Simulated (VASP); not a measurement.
# TaN (P-6m2) in VASP: further runs

The runs below take TaN through relaxation of shape and atoms at fixed volume, with PBEsol.

Program: VASP 6.6.1. These are calculated values, not measurements. Logs are shortened: lines on timing, memory, paths and dates and some standing lists are left out, and cuts for length are marked.

## 1. The cell of the first run

It takes space group P-6m2 (No. 187, hexagonal). Conventional cell: a = 2.953 Å, b = 2.953 Å, c = 2.899 Å, α = 90.00°, β = 90.00°, γ = 120.00°. Ta (site symmetry -6m2) has 6 N at 2.24 Å and 8 Ta at 2.90 to 2.95 Å within 3.0 Å. N (site symmetry -6m2) has 6 Ta at 2.24 Å and 8 N at 2.90 to 2.95 Å within 3.0 Å.

## 2. Relaxation of shape and atoms at fixed volume, PBEsol (10.95 Å³/atom)

INCAR reads:

```
SYSTEM = TaN
ALGO = Normal ; EDIFF = 1E-7
EDIFFG = -0.01 ; ENCUT = 600
GGA = PS ; IBRION = 2
ISIF = 4 ; ISMEAR = 0
LASPH = .True. ; LCHARG = .False.
LREAL = .False. ; LWAVE = .False.
NELM = 100 ; NSW = 50
PREC = Accurate ; SIGMA = 0.1
```

KPOINTS reads:

```
k-points
0
Gamma
  18 18 14
  0 0 0
```

POSCAR reads:

```
TaN
1.0
    2.9529413144      0.0000000000      0.0000000000
   -1.4764706572      2.5573221941      0.0000000000
    0.0000000000      0.0000000000      2.8991525366
Ta N
1 1
Direct
    0.3333333333      0.6666666667      0.5000000000
    0.0000000000      0.0000000000      0.0000000000
```

Potentials or basis: VASP PAW PBE potentials, release 64 (Ta_pv, N).

Launch:

```console
> cat potpaw_PBE.64/Ta_pv/POTCAR potpaw_PBE.64/N/POTCAR > POTCAR
> mpirun -np 1 vasp_std > vasp.out
```

OUTCAR:

```text
SYSTEM = TaN
   EDIFF = 1E-7
   EDIFFG = -0.01
   ENCUT = 600
   GGA = PS
   IBRION = 2
   ISIF = 4
   ISMEAR = 0
   LASPH = .True.
   LREAL = .False.
   NELM = 100
   NSW = 50
   PREC = Accurate

 ion  position               nearest neighbor table
   1  0.333  0.667  0.500-   2 2.24   2 2.24   2 2.24   2 2.24   2 2.24   2 2.24
   2  0.000  0.000  0.000-   1 2.24   1 2.24   1 2.24   1 2.24   1 2.24   1 2.24

  LATTYP: Found a hexagonal cell.
 ALAT       =     2.9529413144
 C/A-ratio  =     0.9817846777

  Lattice vectors:

 A1 = (   2.9529413144,   0.0000000000,   0.0000000000)
 A2 = (  -1.4764706572,   2.5573221941,   0.0000000000)
 A3 = (   0.0000000000,   0.0000000000,   2.8991525366)

Analysis of symmetry for initial positions (statically):
=====================================================================
 Subroutine PRICEL returns:
 Original cell was already a primitive cell.

 Routine SETGRP: Setting up the symmetry group for a
 hexagonal supercell.

 Subroutine GETGRP returns: Found 12 space group operations
 (whereof 12 operations were pure point group operations)
 out of a pool of 24 trial point group operations.

The static configuration has the point symmetry D_3h.

Analysis of symmetry for dynamics (positions and initial velocities):
=====================================================================
 Subroutine PRICEL returns:
 Original cell was already a primitive cell.

 Routine SETGRP: Setting up the symmetry group for a
 hexagonal supercell.

 Subroutine GETGRP returns: Found 12 space group operations
 (whereof 12 operations were pure point group operations)
 out of a pool of 24 trial point group operations.

The dynamic configuration has the point symmetry D_3h.

 Subroutine INISYM returns: Found 12 space group operations
 (whereof 12 operations are pure point group operations),
 and found     1 'primitive' translations

----------------------------------------------------------------------------------------

                                     Primitive cell

  volume of cell :      21.8933

  direct lattice vectors                    reciprocal lattice vectors
     2.952941314  0.000000000  0.000000000     0.338645403  0.195517014  0.000000000
    -1.476470657  2.557322194  0.000000000     0.000000000  0.391034029  0.000000000
     0.000000000  0.000000000  2.899152537     0.000000000  0.000000000  0.344928384

  length of vectors
     2.952941314  2.952941314  2.899152537     0.391034029  0.391034029  0.344928384

  position of ions in fractional coordinates (direct lattice)
     0.333333333  0.666666667  0.500000000
     0.000000000  0.000000000  0.000000000

  ion indices of the primitive-cell ions
   primitive index   ion index
                 1           1
                 2           2

----------------------------------------------------------------------------------------

 KPOINTS: k-points

Automatic generation of k-mesh.
 Grid dimensions read from file:
 generate k-points for:   18   18   14

 Generating k-lattice:

  Cartesian coordinates                     Fractional coordinates (reciprocal lattice)
     0.018813633  0.010862056  0.000000000     0.055555556  0.000000000  0.000000000
     0.000000000  0.021724113  0.000000000     0.000000000  0.055555556  0.000000000
     0.000000000  0.000000000  0.024637742     0.000000000  0.000000000  0.071428571

  Length of vectors
     0.021724113  0.021724113  0.024637742

  Shift w.r.t. Gamma in fractional coordinates (k-lattice)
     0.000000000  0.000000000  0.000000000

 Subroutine IBZKPT returns following result:
 ===========================================

 Found    296 irreducible k-points:

 Following reciprocal coordinates:
            Coordinates               Weight
  0.000000  0.000000  0.000000      1.000000
  0.055556 -0.000000  0.000000      6.000000
  0.111111 -0.000000  0.000000      6.000000
  0.166667  0.000000  0.000000      6.000000
  0.222222  0.000000  0.000000      6.000000
  0.277778  0.000000  0.000000      6.000000
[... 16 lines left out ...]
  0.333333  0.111111  0.000000     12.000000
  0.388889  0.111111  0.000000     12.000000
 [... further k-points ...]
   k-points           NKPTS =    296   k-points in BZ     NKDIM =    296   number of bands    NBANDS=     12
   number of dos      NEDOS =    301   number of ions     NIONS =      2
   total plane-waves  NPLWV =  13824
   dimension x,y,z NGX =    24 NGY =   24 NGZ =   24
   dimension x,y,z NGXF=    48 NGYF=   48 NGZF=   48
   ions per type =               1   1
   NGX,Y,Z   is equivalent  to a cutoff of  13.51, 13.51, 13.76 a.u.
   NGXF,Y,Z  is equivalent  to a cutoff of  27.02, 27.02, 27.52 a.u.
 SYSTEM =  TaN
   PREC   = accura    normal or accurate (medium, high low for compatibility)
   ISTART =      0    job   : 0-new  1-cont  2-samecut
   ICHARG =      2    charge: 1-file 2-atom 10-const
   ISPIN  =      1    spin polarized calculation?
   LNONCOLLINEAR =      F non collinear calculations
   LSORBIT =      F    spin-orbit coupling
   LASPH  =      T    aspherical Exc in radial PAW
   ENCUT  =  600.0 eV  44.10 Ry    6.64 a.u.   5.90  5.90  5.79*2*pi/ulx,y,z
   NELM   =    100;   NELMIN=  2; NELMDL= -5     # of ELM steps
   EDIFF  = 0.1E-06   stopping-criterion for ELM
   LREAL  =      F    real-space projection
   EDIFFG = -.1E-01   stopping-criterion for IOM
   NSW    =     50    number of steps for IOM
   IBRION =      2    ionic relax: 0-MD 1-quasi-New 2-CG
   NFREE  =      1    steps in history (QN), initial steepest desc. (CG)
   ISIF   =      4    stress and relaxation
   ISYM   =      2    0-nonsym 1-usesym 2-fastsym
   POTIM  = 0.5000    time-step for ionic-motion
   TEBEG  =    0.0;   TEEND  =   0.0 temperature during run
   PSTRESS=    0.0 pullay stress
   NELECT =      16.0000    total number of electrons
   NUPDOWN=      -1.0000    fix difference up-down
   EMIN   =  10.00;   EMAX   =-10.00  energy-range for DOS
   EFERMI =   0.00;   METHOD = LEGACY
   ISMEAR =     0;   SIGMA  =   0.10  broadening in eV -4-tet -1-fermi 0-gaus
   EFERMI_NEDOS =   21; number of points for ismear=-14 and -15
   IALGO  =     38    algorithm
   IMIX   =      4    mixing-type and parameters
     AMIX     =   0.40;   BMIX     =  1.00
     AMIX_MAG =   1.60;   BMIX_MAG =  1.00
  volume/ion in A,a.u.               =      10.95        73.87
  Fermi-wavevector in a.u.,A,eV,Ry     =   1.474612  2.786612 29.585597  2.174480
  Thomas-Fermi vector in A             =   2.589362
   LORBIT       =      0    0 simple, 1 ext, 2 COOP (PROOUT), +10 PAW based schemes
   GGA     = PS    functional components
   LHFCALC =     F    Hartree Fock is set to
   AEXX    =    0.0000 exact exchange contribution
   IVDW    =     0    specifies the selected vdW correction
   LEPSILON=     F    determine dielectric tensor
   LRPA    =     F    only Hartree local field effects (RPA)
 conjugate gradient relaxation of ions
 non-spin polarized calculation
 Gauss-broadening in eV      SIGMA  =   0.10
  energy-cutoff  :      600.00
  volume of cell :       21.89
 maximum number of plane-waves:       746
 NGX is ok and might be reduce to    24
   NGX = 11   NGY = 11   NGZ = 11

--------------------------------------- Ionic step        1  -------------------------------------------

 number of electron      16.0000001 magnetization

 Free energy of the ion-electron system (eV)
  ---------------------------------------------------
  ext. energy  EPLUGINS =         0.00000000
  ---------------------------------------------------
  free energy    TOTEN  =       -23.79099398 eV

  energy without entropy =      -23.79073376  energy(sigma->0) =      -23.79086387

------------------------ aborting loop because EDIFF is reached ----------------------------------------

  FORCE on cell =-STRESS in cart. coord.  units (eV):
  Direction    XX          YY          ZZ          XY          YZ          ZX
  --------------------------------------------------------------------------------------
  -------------------------------------------------------------------------------------
  Total       -1.2509305     -1.2509305     -1.3860796      0.0000000     -0.0000000      0.0000000
  in kB      -91.5445375    -91.5445375   -101.4349079      0.0000000     -0.0000000      0.0000000
  external PRESSURE =     -94.8413276 kB  Pullay stress =       0.0000000 kB
[... 57 lines left out ...]
  energy  without entropy=      -23.7907260617  energy(sigma->0) =      -23.79085745

--------------------------------------- Ionic step        3  -------------------------------------------

 number of electron      16.0000001 magnetization

 Free energy of the ion-electron system (eV)
  ---------------------------------------------------
  ext. energy  EPLUGINS =         0.00000000
  ---------------------------------------------------
  free energy    TOTEN  =       -23.79106623 eV

  energy without entropy =      -23.79080486  energy(sigma->0) =      -23.79093554

 E-fermi :   7.9052     XC(G=0): -13.4194

 val. band max:        7.8663145564   @ k =   0.0000   0.0000   0.4286
 cond. band min:       7.9363167950   @ k =   0.0556  -0.0000   0.5000
 fundamental gap:      0.0700022386
 Fermi energy:         7.9051794194

 k-point     1 :       0.0000    0.0000    0.0000
  band No.  band energies     occupation
      1     -26.8935      2.00000
      2     -26.6395      2.00000
      3     -26.6395      2.00000
      4      -9.6892      2.00000
      5       3.4265      2.00000
      6       3.4265      2.00000
      7       3.7781      2.00000
      8       5.0460      2.00000
      9      10.0168      0.00000
     10      11.4604      0.00000
     11      11.4604      0.00000
     12      11.8200      0.00000
[... 331 lines left out ...]
 k-point    24 :       0.3889    0.1111    0.0000
  band No.  band energies     occupation
      1     -27.5603      2.00000
      2     -26.9288      2.00000
      3     -26.7581      2.00000
      4      -7.4127      2.00000
      5      -0.0919      2.00000
      6       2.8790      2.00000
      7       3.7121      2.00000
      8       5.6770      2.00000
      9      10.1791      0.00000
     10      10.9240      0.00000
     11      12.3835      0.00000
     12      13.8598      0.00000

 [... further k-points ...]

------------------------ aborting loop because EDIFF is reached ----------------------------------------

  FORCE on cell =-STRESS in cart. coord.  units (eV):
  Direction    XX          YY          ZZ          XY          YZ          ZX
  --------------------------------------------------------------------------------------
  -------------------------------------------------------------------------------------
  Total       -1.2902729     -1.2902729     -1.2891312      0.0000000     -0.0000000      0.0000000
  in kB      -94.4236588    -94.4236588    -94.3401057      0.0000000     -0.0000000      0.0000000
  external PRESSURE =     -94.3958078 kB  Pullay stress =       0.0000000 kB
[... 17 lines left out ...]
  FREE ENERGIE OF THE ION-ELECTRON SYSTEM (eV)
  ---------------------------------------------------
  free  energy   TOTEN  =       -23.7910662298 eV

  energy  without entropy=      -23.7908048564  energy(sigma->0) =      -23.79093554

 reached required accuracy - stopping structural energy minimisation
```

Wall time 2.4 min (1 thread of Intel Xeon 8259CL, shared host); peak memory 0.23 GiB.

Results:

* Free energy: -23.7911 eV
* Energy gained by relaxing: 0.0 meV/atom
* Ionic steps: 3
* Pressure after relaxing: -9.4 GPa
* Band gap on the k mesh: zero (bands 8 and 9 overlap by 0.34 eV)

Final structure:
```
Ta N
1.0
     2.95452    0.00000    0.00000
    -1.47726    2.55869    0.00000
     0.00000    0.00000    2.89606
Ta N
1 1
Direct
  0.33333 0.66667 0.50000
  0.00000 0.00000 0.00000
```

Levels at points of the mesh, in eV from the Fermi level:
```tsv
k point	band 6	band 7	band 8	band 9	band 10	band 11
(0.00, 0.00, 0.00)	-4.48	-4.13	-2.86	2.11	3.56	3.56
(0.50, 0.00, 0.00)	-5.09	-3.41	-3.12	2.95	3.96	5.15
(0.00, 0.00, 0.50)	-3.67	-3.67	-0.08	-0.08	2.43	3.27
(0.50, 0.00, 0.50)	-6.11	-5.59	-0.35	4.07	5.26	5.96
```

Caveat: the PAW data sets were made with another functional, which shifts forces and pressure a little; spin-orbit coupling is left out, which moves the levels of the heavy elements.

## 3. Relaxation of shape and atoms at fixed volume, PBEsol (11.27 Å³/atom)

This run uses another cell than the first one, of 11.27 Å³/atom.

INCAR reads:

```
SYSTEM = TaN
ALGO     = Normal         ! electronic algorithm
EDIFF    = 1E-7           ! SCF threshold, eV
EDIFFG   = -0.01          ! ionic threshold
ENCUT    = 600            ! plane-wave cutoff, eV
GGA      = PS             ! functional
IBRION   = 2              ! ionic algorithm
ISIF     = 4              ! what is computed and relaxed
ISMEAR   = 0              ! smearing method
LASPH    = .True.         ! aspherical terms in the spheres
LCHARG   = .False.        ! write CHGCAR
LREAL    = .False.        ! projectors in reciprocal space
LWAVE    = .False.        ! write WAVECAR
NELM     = 100            ! most SCF steps
NSW      = 50             ! ionic steps
PREC     = Accurate       ! precision mode
SIGMA    = 0.1            ! smearing width, eV
```

KPOINTS is that of step 2.

POSCAR reads:

```
TaN
1.0
    2.9831927128      0.0000000000      0.0000000000
   -1.4915963564      2.5835206737      0.0000000000
    0.0000000000      0.0000000000      2.9233897486
Ta N
1 1
Direct
    0.3333333333      0.6666666667      0.5000000000
    0.0000000000      0.0000000000      0.0000000000
```

Potentials or basis: VASP PAW PBE potentials, release 64 (Ta_pv, N).

Launch:

```console
> cat potpaw_PBE.64/Ta_pv/POTCAR potpaw_PBE.64/N/POTCAR > POTCAR
> mpirun -np 1 vasp_std > vasp.out
```

It took 2.5 min on 1 thread of Intel Xeon 8259CL, shared host; peak memory 0.23 GiB.

The run converged. Its results:

* Free energy: -23.7368 eV
* Energy gained by relaxing: 0.0 meV/atom
* Ionic steps: 3
* Pressure after relaxing: -18.1 GPa
* Band gap on the k mesh: zero (bands 8 and 9 overlap by 0.34 eV)

Final structure:
```xyz
2
Lattice="2.9848 0.0000 0.0000 -1.4924 2.5849 0.0000 0.0000 0.0000 2.9203" Properties=species:S:1:pos:R:3 pbc="T T T"
Ta    0.0000    1.7232    1.4602
N     0.0000    0.0000    0.0000
```

Levels at points of the mesh, in eV from the Fermi level:
| k point | band 4 | band 5 | band 6 | band 7 | band 8 | band 9 | band 10 | band 11 | band 12 |
| --- | --- | --- | --- | --- | --- | --- | --- | --- | --- |
| (0.00, 0.00, 0.00) | -17.38 | -4.37 | -4.37 | -4.00 | -2.81 | 1.88 | 3.43 | 3.43 | 3.75 |
| (0.50, 0.00, 0.00) | -15.23 | -8.05 | -4.94 | -3.30 | -3.08 | 2.84 | 3.78 | 4.98 | 4.99 |
| (0.00, 0.00, 0.50) | -14.92 | -9.09 | -3.59 | -3.59 | -0.07 | -0.07 | 2.37 | 3.17 | 3.17 |
| (0.50, 0.00, 0.50) | -15.43 | -7.07 | -6.00 | -5.45 | -0.40 | 3.86 | 5.03 | 5.72 | 6.70 |

Caveat: the PAW data sets were made with another functional, which shifts forces and pressure a little; spin-orbit coupling is left out, which moves the levels of the heavy elements.
